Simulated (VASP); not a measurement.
# Ag (Pm-3m) in VASP: single point with LDA

Aim: the single point of Ag with LDA.

Program: VASP 6.6.1. These are calculated values, not measurements. Logs are shortened: lines on timing, memory, paths and dates and some standing lists are left out, and cuts for length are marked.

## Step 1: The cell of the first run

It takes space group Pm-3m (No. 221, cubic). The conventional cell has a = 3.999 Å, b = 3.999 Å, c = 3.999 Å, α = 90.00°, β = 90.00°, γ = 90.00°. Within 5.2 Å of Ag (site symmetry m-3m) lie 6 Ag at 4.00 Å.

## Step 2: Single point, LDA

Contents of INCAR:

```
SYSTEM = Ag
PREC = Accurate
ENCUT = 500
EDIFF = 1E-6
ISMEAR = 1
SIGMA = 0.02
LREAL = .FALSE.
LASPH = .TRUE.
NELM = 120
ALGO = Normal
ISIF = 2
LWAVE = .FALSE.
LCHARG = .FALSE.
GGA = CA
NBANDS = 12
GGA_COMPAT = .FALSE.
```

Contents of KPOINTS:

```
Automatic mesh
0
G
  4 4 4
  0 0 0
```

Contents of POSCAR:

```
Ag
1.0
    3.9993700000      0.0000000000      0.0000000000
    0.0000000000      3.9993700000      0.0000000000
    0.0000000000      0.0000000000      3.9993700000
Ag
1
Direct
    0.5000000000      0.5000000000      0.5000000000
```

Potentials or basis: VASP PAW LDA potentials, release 64 (Ag).

Run with:

```console
> cat potpaw_LDA.64/Ag/POTCAR > POTCAR
> mpirun -np 1 vasp_std > vasp.out
```

OUTCAR:

```text
SYSTEM = Ag
   PREC = Accurate
   ENCUT = 500
   EDIFF = 1E-6
   ISMEAR = 1
   LREAL = .FALSE.
   LASPH = .TRUE.
   NELM = 120
   ISIF = 2
   GGA = CA

 ion  position               nearest neighbor table
   1  0.500  0.500  0.500-

  LATTYP: Found a simple cubic cell.
 ALAT       =     3.9993700000

  Lattice vectors:

 A1 = (   3.9993700000,   0.0000000000,   0.0000000000)
 A2 = (   0.0000000000,   3.9993700000,   0.0000000000)
 A3 = (   0.0000000000,   0.0000000000,   3.9993700000)

Analysis of symmetry for initial positions (statically):
=====================================================================
 Subroutine PRICEL returns:
 Original cell was already a primitive cell.

 Routine SETGRP: Setting up the symmetry group for a
 simple cubic supercell.

 Subroutine GETGRP returns: Found 48 space group operations
 (whereof 48 operations were pure point group operations)
 out of a pool of 48 trial point group operations.

The static configuration has the point symmetry O_h .

Analysis of symmetry for dynamics (positions and initial velocities):
=====================================================================
 Subroutine PRICEL returns:
 Original cell was already a primitive cell.

 Routine SETGRP: Setting up the symmetry group for a
 simple cubic supercell.

 Subroutine GETGRP returns: Found 48 space group operations
 (whereof 48 operations were pure point group operations)
 out of a pool of 48 trial point group operations.

The dynamic configuration has the point symmetry O_h .

 Subroutine INISYM returns: Found 48 space group operations
 (whereof 48 operations are pure point group operations),
 and found     1 'primitive' translations

----------------------------------------------------------------------------------------

                                     Primitive cell

  volume of cell :      63.9698

  direct lattice vectors                    reciprocal lattice vectors
     3.999370000  0.000000000  0.000000000     0.250039381  0.000000000  0.000000000
     0.000000000  3.999370000  0.000000000     0.000000000  0.250039381  0.000000000
     0.000000000  0.000000000  3.999370000     0.000000000  0.000000000  0.250039381

  length of vectors
     3.999370000  3.999370000  3.999370000     0.250039381  0.250039381  0.250039381

  position of ions in fractional coordinates (direct lattice)
     0.500000000  0.500000000  0.500000000

  ion indices of the primitive-cell ions
   primitive index   ion index
                 1           1
[... 64 lines left out ...]
   ISYM   =      2    0-nonsym 1-usesym 2-fastsym
   POTIM  = 0.5000    time-step for ionic-motion
   TEBEG  =    0.0;   TEEND  =   0.0 temperature during run
   PSTRESS=    0.0 pullay stress
   NELECT =      11.0000    total number of electrons
   NUPDOWN=      -1.0000    fix difference up-down
   EMIN   =  10.00;   EMAX   =-10.00  energy-range for DOS
   EFERMI =   0.00;   METHOD = LEGACY
   ISMEAR =     1;   SIGMA  =   0.02  broadening in eV -4-tet -1-fermi 0-gaus
   EFERMI_NEDOS =   21; number of points for ismear=-14 and -15
   IALGO  =     38    algorithm
   IMIX   =      4    mixing-type and parameters
     AMIX     =   0.40;   BMIX     =  1.00
     AMIX_MAG =   1.60;   BMIX_MAG =  1.00
  volume/ion in A,a.u.               =      63.97       431.69
  Fermi-wavevector in a.u.,A,eV,Ry     =   0.910362  1.720335 11.275951  0.828759
  Thomas-Fermi vector in A             =   2.034515
   LORBIT       =      0    0 simple, 1 ext, 2 COOP (PROOUT), +10 PAW based schemes
   GGA     = CA    functional components
   LHFCALC =     F    Hartree Fock is set to
   AEXX    =    0.0000 exact exchange contribution
   IVDW    =     0    specifies the selected vdW correction
   LEPSILON=     F    determine dielectric tensor
   LRPA    =     F    only Hartree local field effects (RPA)
 non-spin polarized calculation
 Methfessel and Paxton  Order N= 1 SIGMA  =   0.02
  energy-cutoff  :      500.00
  volume of cell :       63.97
 maximum number of plane-waves:      1647
 NGX is ok and might be reduce to    30
   NGX = 15   NGY = 15   NGZ = 15

 number of electron      10.9999991 magnetization

 Free energy of the ion-electron system (eV)
  ---------------------------------------------------
  ext. energy  EPLUGINS =         0.00000000
  ---------------------------------------------------
  free energy    TOTEN  =        -1.08576474 eV

  energy without entropy =       -1.08522383  energy(sigma->0) =       -1.08558444

 E-fermi :  -1.2929     XC(G=0):  -6.3898

 val. band max:       -1.7874725770   @ k =   0.5000   0.0000   0.0000
 cond. band min:      -1.2841481576   @ k =   0.5000   0.2500   0.0000
 fundamental gap:      0.5033244195
 Fermi energy:        -1.2928806949

 k-point     1 :       0.0000    0.0000    0.0000
  band No.  band energies     occupation
      1      -4.7247      2.00000
      2      -4.7247      2.00000
      3      -4.3819      2.00000
      4      -4.3819      2.00000
      5      -4.3819      2.00000
      6      -3.5841      2.00000
      7       5.9200      0.00000
      8       5.9200      0.00000
      9       5.9200      0.00000
     10       7.6347      0.00000
     11       8.4349      0.00000
     12       8.4349      0.00000
[... 121 lines left out ...]
 k-point    10 :       0.5000    0.5000    0.5000
  band No.  band energies     occupation
      1      -4.6137      2.00000
      2      -4.6137      2.00000
      3      -4.6137      2.00000
      4      -4.2796      2.00000
      5      -4.2796      2.00000
      6       1.5303      0.00000
      7       3.0866      0.00000
      8       3.0866      0.00000
      9       3.0866      0.00000
     10       6.4544      0.00000
     11       6.4544      0.00000
     12       6.4544      0.00000

------------------------ aborting loop because EDIFF is reached ----------------------------------------

  FORCE on cell =-STRESS in cart. coord.  units (eV):
  Direction    XX          YY          ZZ          XY          YZ          ZX
  --------------------------------------------------------------------------------------
  -------------------------------------------------------------------------------------
  Total       -1.5152548     -1.5152548     -1.5152548     -0.0000000     -0.0000000      0.0000000
  in kB      -37.9508494    -37.9508494    -37.9508494     -0.0000000     -0.0000000      0.0000000
  external PRESSURE =     -37.9508494 kB  Pullay stress =       0.0000000 kB

 VOLUME and BASIS-vectors are now :
 -----------------------------------------------------------------------------
  energy-cutoff  :      500.00
  volume of cell :       63.97
      direct lattice vectors                 reciprocal lattice vectors
     3.999370000  0.000000000  0.000000000     0.250039381  0.000000000  0.000000000
     0.000000000  3.999370000  0.000000000     0.000000000  0.250039381  0.000000000
     0.000000000  0.000000000  3.999370000     0.000000000  0.000000000  0.250039381

 POSITION                                       TOTAL-FORCE (eV/Angst)
 -----------------------------------------------------------------------------------
      1.99968      1.99968      1.99968         0.000000      0.000000      0.000000
 -----------------------------------------------------------------------------------
    total drift:                                0.000000      0.000000      0.000000

  FREE ENERGIE OF THE ION-ELECTRON SYSTEM (eV)
  ---------------------------------------------------
  free  energy   TOTEN  =        -1.0857647369 eV

  energy  without entropy=       -1.0852238318  energy(sigma->0) =       -1.08558444
```

It took 7.6 s on 1 thread of Intel Xeon 8259CL, shared host; peak memory 0.14 GiB.

What came out:

```yaml
Free_energy: -1.0858 eV
Pressure: -3.8 GPa
```

Caveat: the k points lie up to 0.39 Å⁻¹ apart.
